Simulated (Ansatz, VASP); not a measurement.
One calculation of Bi2Te3, two programs

Contents of INCAR:

```
PREC = Accurate ; ENCUT = 520
EDIFF = 1E-8 ; ISMEAR = -1
SIGMA = 0.08 ; LREAL = False
LASPH = True ; NELM = 60
ALGO = Normal ; ISIF = 2
LWAVE = False ; LCHARG = False
LEFG = True ; NBANDS = 32
```

The input KPOINTS:

```
regular mesh
0
Gamma
  8 8 8
```

The input POSCAR:

```
Bi2Te3
1.0
    2.2085012539      1.2750787934      9.9466700000
   -2.2085012539      1.2750787934      9.9466700000
    0.0000000000     -2.5501575869      9.9466700000
Bi Te
2 3
Direct
    0.8120000000      0.8120000000      0.8120000000
    0.4020000000      0.4020000000      0.4020000000
    0.6110000000      0.6110000000      0.6110000000
    0.2000000000      0.2000000000      0.2000000000
    0.0000000000      0.0000000000      0.0000000000
```

Input for Ansatz:

```yaml
crystal:
  lattice:
    - [2.2085012539, 1.2750787934, 9.94667]
    - [-2.2085012539, 1.2750787934, 9.94667]
    - [0.0, -2.5501575869, 9.94667]
  atoms:
    - { symbol: Bi, position: [0.812, 0.812, 0.812] }
    - { symbol: Bi, position: [0.402, 0.402, 0.402] }
    - { symbol: Te, position: [0.611, 0.611, 0.611] }
    - { symbol: Te, position: [0.2, 0.2, 0.2] }
    - { symbol: Te, position: [0.0, 0.0, 0.0] }
kpoints:
  mp_grid: { grid: [8, 8, 8] }
  band_path:
    path:
      - [0.0, 0.0, 0.0]
      - [0.5, 0.5, 0.5]
      - [0.8223779553, 0.1776220447, 0.5]
      - [0.5, -0.1776220447, 0.1776220447]
      - [0.5, 0.0, 0.0]
      - [0.0, 0.0, 0.0]
      - [0.3388110223, -0.3388110223, 0.0]
      - [0.6611889777, 0.0, 0.3388110223]
      - [0.5, 0.0, 0.5]
    npoints: 8
scf:
  occupations: { method: fermi_dirac, width: 0.08 }
hamiltonian:
  xc: lda
  pseudopotentials: { kind: all_electron, datasets: crystal }
output:
  forces: true
  stress: true
  eigenvalues: true
  efg: { contact_densities: true }
```

Alike in both runs: task electric field gradients; functional LDA; k mesh 8 × 8 × 8; occupations fermi-dirac, width 0.08 eV; no spin polarisation.

|  | VASP | Ansatz |
| --- | --- | --- |
| version | VASP 6.6.1 | Ansatz 0.2.0 |
| potentials or method | VASP PAW LDA potentials, release 64 (Bi_d, Te), cutoff 520 eV | all-electron PAW with datasets made for the crystal, scalar-relativistic |

VASP gave:

- pressure (GPa): -1.8
- traceless stress, the component that is largest in VASP (GPa): -0.74
- rms of the force components (eV/Å): 0.447
- size of Vzz on the site where it differs most (V/Å²): 48.8

Estimate Ansatz's values.

pressure (GPa): -1.9; traceless stress, the component that is largest in VASP (GPa): -0.74; rms of the force components (eV/Å): 0.439; size of Vzz on the site where it differs most (V/Å²): 55.6.

LDA's correlation is that of Perdew and Zunger in VASP and of Perdew and Wang (1992) in Ansatz. Atom by atom the forces differ by 0.011 eV/Å (rms over components). Ansatz ran all-electron here, and VASP with PAW potentials.

Neither program's run includes spin-orbit coupling.
